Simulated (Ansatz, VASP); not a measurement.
## Al: VASP beside Ansatz

```xyz
3
Lattice="2.7989 0.0000 0.0000 -1.2409 2.5929 0.0000 -0.8078 -1.1778 6.8449" Properties=species:S:1:pos:R:3 pbc="T T T"
Al    0.4495    1.5276    2.2948
Al    0.3007   -0.1125    4.5501
Al    0.0000    0.0000    0.0000
```

Alike in both runs: task single point; functional PBE; k mesh 8 × 6 × 4; occupations gaussian, width 0.1 eV; no spin polarisation.

```csv
,VASP,Ansatz
version,VASP 6.6.1,Ansatz 0.2.0
potentials or method,"VASP PAW PBE potentials, release 64 (Al), cutoff 520 eV","scalar-relativistic, plane waves, PAW"
valence electrons in the cell,9,9
```

|  | VASP | Ansatz | Ansatz less VASP |
| --- | --- | --- | --- |
| gap on the k mesh at the Fermi level (eV) | none | none | - |
| pressure (GPa) | 1.2 | 1.2 | +0.03 |
| traceless stress, the component that is largest in VASP (GPa) | -5.65 | -5.65 | +0.006 |
| rms of the force components (eV/Å) | 0.100 | 0.100 | -0.0002 |

Atom by atom the forces differ by 0.000 eV/Å (rms over components). A gap of «none» marks a metal or a gap that the smearing closes.

The k mesh is coarse, so the values compare programs but aren't converged.
